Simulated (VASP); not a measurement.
# Ti8HC8 (a cell with a defect) in VASP: single point with PBE

Aim: the single point of Ti8HC8 (a cell with a defect) with PBE.

All numbers are computed with VASP 6.6.1; they aren't measurements. Logs are shortened: lines on timing, memory, paths and dates and some standing lists are left out, and cuts for length are marked.

## (1) The cell of the first run

The cell holds a defect, 17 atoms: a = 6.126 Å, b = 6.126 Å, c = 6.126 Å, α = 60.00°, β = 60.00°, γ = 60.00°.

## (2) Single point, PBE

The input, INCAR:

```
SYSTEM = Ti8HC8
PREC = Accurate
ENCUT = 520
EDIFF = 1E-6
ISMEAR = -1
SIGMA = 0.1
LREAL = Auto
LASPH = .TRUE.
NELM = 100
ALGO = Normal
ISIF = 2
LWAVE = .FALSE.
LCHARG = .TRUE.
GGA = PE
LELF = .TRUE.
LVHAR = .TRUE.
NBANDS = 78
```

The input, KPOINTS:

```
regular mesh
0
G
  2 2 2
  0 0 0
```

The input, POSCAR:

```
Ti8HC8
1.0
    0.0000000000      4.3314380000      4.3314380000
    4.3314380000      0.0000000000      4.3314380000
    4.3314380000      4.3314380000      0.0000000000
Ti C H
8 8 1
Direct
    0.0013761396     -0.0042794985      0.0014286804
    0.0018292184     -0.0006577709      0.4994561748
    0.0023569589      0.5019070099      0.0023316318
    0.0020199247      0.5016135487      0.4942759911
    0.4992319011     -0.0005607172      0.0018625691
    0.4991928481     -0.0005990302      0.4995125276
    0.4924367578      0.5021980460      0.0026365698
    0.4992708892      0.5016406631      0.4995856275
    0.2499490761      0.2491426938      0.2505836759
    0.2516564513      0.2496089078      0.7494589259
    0.2497908211      0.7506537402      0.2503937360
    0.2498252166      0.7507089597      0.7492758871
    0.7492444284      0.2499568374      0.2512349380
    0.7490963980      0.2497679373      0.7495984145
    0.7488681355      0.7506232618      0.2503734931
    0.7495755836      0.7503753003      0.7501355224
    0.8663336518      0.3869403107      0.8758585350
```

Potentials or basis: VASP PAW PBE potentials, release 64 (Ti_sv, C, H).

Run with:

```sh
$ cat potpaw_PBE.64/Ti_sv/POTCAR potpaw_PBE.64/C/POTCAR potpaw_PBE.64/H/POTCAR > POTCAR
$ mpirun -np 1 vasp_std > vasp.out
```

OUTCAR:

```text
SYSTEM = Ti8HC8
   PREC = Accurate
   ENCUT = 520
   EDIFF = 1E-6
   ISMEAR = -1
   LREAL = Auto
   LASPH = .TRUE.
   NELM = 100
   ISIF = 2
   GGA = PE

 ion  position               nearest neighbor table
   1  0.001  0.996  0.001-  12 2.15  11 2.15  15 2.16  13 2.18  14 2.18  10 2.18
   2  0.002  0.999  0.499-  11 2.16  12 2.16   9 2.16  14 2.17  13 2.17  16 2.17
   3  0.002  0.502  0.002-  17 1.89   9 2.15  12 2.15  15 2.15  16 2.19  13 2.19  10 2.19
   4  0.002  0.502  0.494-   9 2.15  11 2.15  15 2.15  16 2.19  14 2.19  10 2.19
   5  0.499  0.999  0.002-  15 2.16  11 2.16   9 2.16  10 2.17  14 2.17  16 2.17
   6  0.499  0.999  0.500-  15 2.16  12 2.16   9 2.16  10 2.17  13 2.17  16 2.17
   7  0.492  0.502  0.003-  17 1.87   9 2.15  12 2.15  11 2.15  16 2.19  13 2.19  14 2.19
   8  0.499  0.502  0.500-  15 2.16  11 2.16  12 2.16  10 2.16  14 2.17  13 2.17
   9  0.250  0.249  0.251-   7 2.15   3 2.15   4 2.15   2 2.16   6 2.16   5 2.16
  10  0.252  0.250  0.749-   8 2.16   5 2.17   6 2.17   1 2.18   4 2.19   3 2.19
  11  0.250  0.751  0.250-   7 2.15   4 2.15   1 2.15   2 2.16   5 2.16   8 2.16
  12  0.250  0.751  0.749-   7 2.15   3 2.15   1 2.15   2 2.16   6 2.16   8 2.16
  13  0.749  0.250  0.251-   8 2.17   6 2.17   2 2.17   1 2.18   3 2.19   7 2.19
  14  0.749  0.250  0.750-   8 2.17   5 2.17   2 2.17   1 2.18   4 2.19   7 2.19
  15  0.749  0.751  0.250-   3 2.15   4 2.15   1 2.16   6 2.16   5 2.16   8 2.16
  16  0.750  0.750  0.750-   5 2.17   6 2.17   2 2.17   4 2.19   3 2.19   7 2.19
  17  0.866  0.387  0.876-   7 1.87   3 1.89

  LATTYP: Found a face centered cubic cell.
 ALAT       =     8.6628760000

  Lattice vectors:

 A1 = (   0.0000000000,   4.3314380000,   4.3314380000)
 A2 = (   4.3314380000,   0.0000000000,   4.3314380000)
 A3 = (   4.3314380000,   4.3314380000,   0.0000000000)

Analysis of symmetry for initial positions (statically):
=====================================================================
 Subroutine PRICEL returns:
 Original cell was already a primitive cell.

 Routine SETGRP: Setting up the symmetry group for a
 face centered cubic supercell.

 Subroutine GETGRP returns: Found  1 space group operations
 (whereof  1 operations were pure point group operations)
 out of a pool of 48 trial point group operations.

The static configuration has the point symmetry C_1 .

Analysis of symmetry for dynamics (positions and initial velocities):
=====================================================================
 Subroutine PRICEL returns:
 Original cell was already a primitive cell.

 Routine SETGRP: Setting up the symmetry group for a
 face centered cubic supercell.

 Subroutine GETGRP returns: Found  1 space group operations
 (whereof  1 operations were pure point group operations)
 out of a pool of 48 trial point group operations.

[... 125 lines left out ...]
   NUPDOWN=      -1.0000    fix difference up-down
   EMIN   =  10.00;   EMAX   =-10.00  energy-range for DOS
   EFERMI =   0.00;   METHOD = LEGACY
   ISMEAR =    -1;   SIGMA  =   0.10  broadening in eV -4-tet -1-fermi 0-gaus
   EFERMI_NEDOS =   21; number of points for ismear=-14 and -15
   IALGO  =     38    algorithm
   IMIX   =      4    mixing-type and parameters
     AMIX     =   0.40;   BMIX     =  1.00
     AMIX_MAG =   1.60;   BMIX_MAG =  1.00
  volume/ion in A,a.u.               =       9.56        64.52
  Fermi-wavevector in a.u.,A,eV,Ry     =   1.515756  2.864364 31.259607  2.297516
  Thomas-Fermi vector in A             =   2.625237
   LORBIT       =      0    0 simple, 1 ext, 2 COOP (PROOUT), +10 PAW based schemes
   GGA     = PE    functional components
   LHFCALC =     F    Hartree Fock is set to
   AEXX    =    0.0000 exact exchange contribution
   IVDW    =     0    specifies the selected vdW correction
   LEPSILON=     F    determine dielectric tensor
   LRPA    =     F    only Hartree local field effects (RPA)
 non-spin polarized calculation
  energy-cutoff  :      520.00
  volume of cell :      162.53
 maximum number of plane-waves:      4398
 NGX is ok and might be reduce to    48
   NGX = 23   NGY = 23   NGZ = 23

 number of electron     128.9999999 magnetization

 Free energy of the ion-electron system (eV)
  ---------------------------------------------------
  ext. energy  EPLUGINS =         0.00000000
  ---------------------------------------------------
  free energy    TOTEN  =      -151.53903082 eV

  energy without entropy =     -151.43220935  energy(sigma->0) =     -151.48562009

 E-fermi :   9.4892     XC(G=0): -12.7673

 val. band max:        9.4774648567   @ k =   0.0000   0.0000   0.0000
 cond. band min:      10.1623155437   @ k =   0.0000   0.0000   0.0000
 fundamental gap:      0.6848506870
 Fermi energy:         9.4892071649

 k-point     1 :       0.0000    0.0000    0.0000
  band No.  band energies     occupation
      1     -47.0510      2.00000
      2     -46.9806      2.00000
      3     -46.9801      2.00000
      4     -46.9793      2.00000
      5     -46.9718      2.00000
      6     -46.9463      2.00000
[... 621 lines left out ...]
     75      12.2862      0.00000
     76      12.3797      0.00000
 [bands above 76 left out]

------------------------ aborting loop because EDIFF is reached ----------------------------------------

  FORCE on cell =-STRESS in cart. coord.  units (eV):
  Direction    XX          YY          ZZ          XY          YZ          ZX
  --------------------------------------------------------------------------------------
  -------------------------------------------------------------------------------------
  Total        2.7293921      2.7295477      2.7359257      0.1188415      0.4583022     -0.2737318
  in kB       26.9060665     26.9076005     26.9704745      1.1715270      4.5178961     -2.6984197
  external PRESSURE =      26.9280471 kB  Pullay stress =       0.0000000 kB

 VOLUME and BASIS-vectors are now :
 -----------------------------------------------------------------------------
  energy-cutoff  :      520.00
  volume of cell :      162.53
      direct lattice vectors                 reciprocal lattice vectors
     0.000000000  4.331438000  4.331438000    -0.115435105  0.115435105  0.115435105
     4.331438000  0.000000000  4.331438000     0.115435105 -0.115435105  0.115435105
     4.331438000  4.331438000  0.000000000     0.115435105  0.115435105 -0.115435105

 POSITION                                       TOTAL-FORCE (eV/Angst)
 -----------------------------------------------------------------------------------
      4.31909      0.01215      4.31886         0.011660     -0.004916     -0.002536
      6.49195      2.17129      4.33651         0.039427     -0.044235     -0.057514
      2.18408      0.02031      2.18419         0.047654      0.028849      0.030943
      4.31363      2.14967      2.18146        -0.011014     -0.029040      0.020117
      4.33708      2.17046      6.49140        -0.055150     -0.032084      0.036344
      6.49245      4.32583      6.49107         0.029455      0.054332      0.043425
[... 9 lines left out ...]
      6.49937      6.49591      6.49694         0.047143     -0.046530      0.043883
      5.46973      7.54620      5.42848        -0.067394      0.029470      0.021482
 -----------------------------------------------------------------------------------
    total drift:                                0.021701     -0.002959     -0.006331

  FREE ENERGIE OF THE ION-ELECTRON SYSTEM (eV)
  ---------------------------------------------------
  free  energy   TOTEN  =      -151.5390308192 eV

  energy  without entropy=     -151.4322093532  energy(sigma->0) =     -151.48562009
```

OSZICAR:

```text
N       E                     dE             d eps       ncg     rms          rms(c)
DAV:   1     0.191053871838E+04    0.19105E+04   -0.60355E+04  1248   0.204E+03
DAV:   2     0.168050446599E+03   -0.17425E+04   -0.16921E+04  1248   0.643E+02
DAV:   3    -0.160022723292E+03   -0.32807E+03   -0.31594E+03  1768   0.228E+02
DAV:   4    -0.193151230467E+03   -0.33129E+02   -0.32804E+02  1776   0.715E+01
DAV:   5    -0.195174042197E+03   -0.20228E+01   -0.20213E+01  1850   0.161E+01    0.523E+01
DAV:   6    -0.154954725819E+03    0.40219E+02   -0.38711E+02  1708   0.864E+01    0.182E+01
DAV:   7    -0.151630819304E+03    0.33239E+01   -0.62550E+01  1656   0.317E+01    0.119E+01
DAV:   8    -0.151511926083E+03    0.11889E+00   -0.36385E+00  1634   0.112E+01    0.306E+00
DAV:   9    -0.151565758222E+03   -0.53832E-01   -0.99304E-01  1734   0.651E+00    0.199E+00
DAV:  10    -0.151527615986E+03    0.38142E-01   -0.32077E-01  1848   0.360E+00    0.114E+00
DAV:  11    -0.151542341218E+03   -0.14725E-01   -0.92072E-02  1628   0.195E+00    0.559E-01
DAV:  12    -0.151539041907E+03    0.32993E-02   -0.21192E-02  1704   0.915E-01    0.867E-02
DAV:  13    -0.151539100210E+03   -0.58302E-04   -0.18921E-03  1728   0.280E-01    0.877E-02
DAV:  14    -0.151539042438E+03    0.57771E-04   -0.36815E-04  1824   0.132E-01    0.268E-02
DAV:  15    -0.151539035022E+03    0.74163E-05   -0.62339E-05  1824   0.529E-02    0.748E-03
DAV:  16    -0.151539033118E+03    0.19039E-05   -0.69866E-06  1456   0.237E-02    0.587E-03
DAV:  17    -0.151539031392E+03    0.17265E-05   -0.24566E-06   968   0.132E-02    0.251E-03
DAV:  18    -0.151539030819E+03    0.57267E-06   -0.89005E-07   776   0.538E-03
   1 F= -.15153903E+03 E0= -.15148562E+03  d E =-.106821E+00
```

stdout:

```text
POSCAR found type information on POSCAR TiC H
 POSCAR found :  3 types and      17 ions
 scaLAPACK will be used
 LDA part: xc-table for (Slater+PW92), standard interpolation
 POSCAR, INCAR and KPOINTS ok, starting setup
 FFT: planning ... GRIDC
 FFT: planning ... GRID_SOFT
 FFT: planning ... GRID
 WAVECAR not read
 entering main loop
```

Wall time 2.6 min (1 thread of Intel Xeon 6975P-C (Granite Rapids), shared host); peak memory 0.35 GiB.

Results:

```yaml
Free_energy: -151.5390 eV
Pressure: 2.7 GPa
Largest_force: 0.090 eV/Å
```

Forces in eV/Å, atoms in the order of the input:
```
Ti   0.012 -0.005 -0.003
Ti   0.039 -0.044 -0.058
Ti   0.048  0.029  0.031
Ti  -0.011 -0.029  0.020
Ti  -0.055 -0.032  0.036
Ti   0.029  0.054  0.043
Ti   0.053 -0.046 -0.043
Ti  -0.053  0.046 -0.037
C    0.043 -0.043  0.042
C   -0.044  0.044  0.043
C   -0.039 -0.040 -0.040
C    0.039  0.037 -0.039
C    0.050  0.053 -0.054
C   -0.050 -0.048 -0.050
C   -0.041  0.041  0.042
C    0.047 -0.047  0.044
H   -0.067  0.029  0.021
```

Stress tensor (GPa, compression positive):
```
 2.69  0.12 -0.27
 0.12  2.69  0.45
-0.27  0.45  2.70
```

Levels at points of the mesh, in eV from the Fermi level:
| k point | band 61 | band 62 | band 63 | band 64 | band 65 | band 66 | band 67 | band 68 |
| --- | --- | --- | --- | --- | --- | --- | --- | --- |
| (0.00, 0.00, 0.00) | -0.17 | -0.02 | -0.02 | -0.01 | 0.67 | 0.67 | 0.68 | 1.64 |
| (0.50, 0.00, 0.00) | -1.71 | -1.71 | -1.68 | -1.67 | 1.05 | 1.24 | 1.41 | 1.42 |
| (0.00, 0.50, 0.00) | -1.72 | -1.72 | -1.68 | -1.68 | 1.11 | 1.26 | 1.44 | 1.44 |
| (0.00, 0.00, 0.50) | -1.72 | -1.71 | -1.68 | -1.67 | 1.08 | 1.25 | 1.42 | 1.43 |
| (0.50, 0.50, 0.50) | -1.71 | -1.71 | -1.68 | -1.67 | 1.07 | 1.24 | 1.41 | 1.43 |
| (0.50, 0.50, 0.00) | -0.79 | -0.63 | -0.52 | -0.51 | -0.38 | -0.37 | 2.09 | 2.09 |
| (0.00, 0.50, 0.50) | -0.79 | -0.63 | -0.52 | -0.51 | -0.38 | -0.37 | 2.09 | 2.10 |
| (0.50, 0.00, 0.50) | -0.79 | -0.63 | -0.52 | -0.51 | -0.38 | -0.37 | 2.09 | 2.10 |

Caveat: the k points lie up to 0.63 Å⁻¹ apart.
